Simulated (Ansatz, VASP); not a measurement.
## Pd: VASP beside Ansatz

INCAR

```
SYSTEM = Pd
ALGO = Normal
EDIFF = 1E-6
ENCUT = 520
GGA = PE
ISIF = 2
ISMEAR = -1
ISPIN = 2
LASPH = .True.
LCHARG = .False.
LMAXMIX = 4
LORBIT = 11
LREAL = .False.
LWAVE = .False.
MAGMOM = 0.35 0.35 0.354 0.354
NBANDS = 32
NELM = 150
PREC = Accurate
SIGMA = 0.05
```

Contents of KPOINTS:

```
k-points
0
Gamma
  15 15 4
  0 0 0
```

The input POSCAR:

```
Pd
1.0
    2.7026642030      0.0000000000      0.0000000000
   -1.3513321015      2.3405758577      0.0000000000
    0.0000000000      0.0000000000      8.9383369343
Pd
4
Direct
    0.0000000000      1.0000000000      0.0000000000
    1.0000000000      1.0000000000      0.5000000000
    0.3333333333      0.6666666667      0.2500000000
    0.6666666667      0.3333333333      0.7500000000
```

Input for Ansatz:

```yaml
crystal:
  lattice:
    - [2.702664203, 0.0, 0.0]
    - [-1.3513321015, 2.3405758577, 0.0]
    - [0.0, 0.0, 8.9383369343]
  atoms:
    - { symbol: Pd, position: [0.0, 1.0, 0.0], spin: 0.35 }
    - { symbol: Pd, position: [1.0, 1.0, 0.5], spin: 0.35 }
    - { symbol: Pd, position: [0.3333333333, 0.6666666667, 0.25], spin: 0.354 }
    - { symbol: Pd, position: [0.6666666667, 0.3333333333, 0.75], spin: 0.354 }
hamiltonian:
  xc: pbe
  pseudopotentials:
    kind: paw
    azcp:
      Pd: "pseudopotentials/Pd.paw.azcp"
basis:
  ecutwfc: 420
  fft_grid_basis: typed
kpoints:
  mp_grid: { grid: [15, 15, 4], shift: [0, 0, 0] }
magnetization:
  spin_polarized: true
scf:
  occupations: { method: fermi_dirac, width: 0.05 }
  lower_state_search: "off"
output:
  stress: true
```

Alike in both runs: task single point; functional PBE; k mesh 15 × 15 × 4; occupations fermi-dirac, width 0.05 eV; collinear spin.

```csv
,VASP,Ansatz
version,VASP 6.6.1,Ansatz 0.2.0
potentials or method,"VASP PAW PBE potentials, release 64 (Pd), cutoff 520 eV","plane waves (420 eV) with PAW, scalar-relativistic"
valence electrons in the cell,40,72
```

```tsv
	VASP	Ansatz	Ansatz less VASP
pressure (GPa)	17.0	17.4	+0.42
traceless stress, the component that is largest in VASP (GPa)	-0.46	-0.45	+0.016
net moment per atom (μB)	0.00	0.00	0.000
```

VASP's potentials hold 40 valence electrons a cell and Ansatz's 72, so a difference there can come from the potentials and not from the codes. Ansatz's warnings: seeded moment not kept.
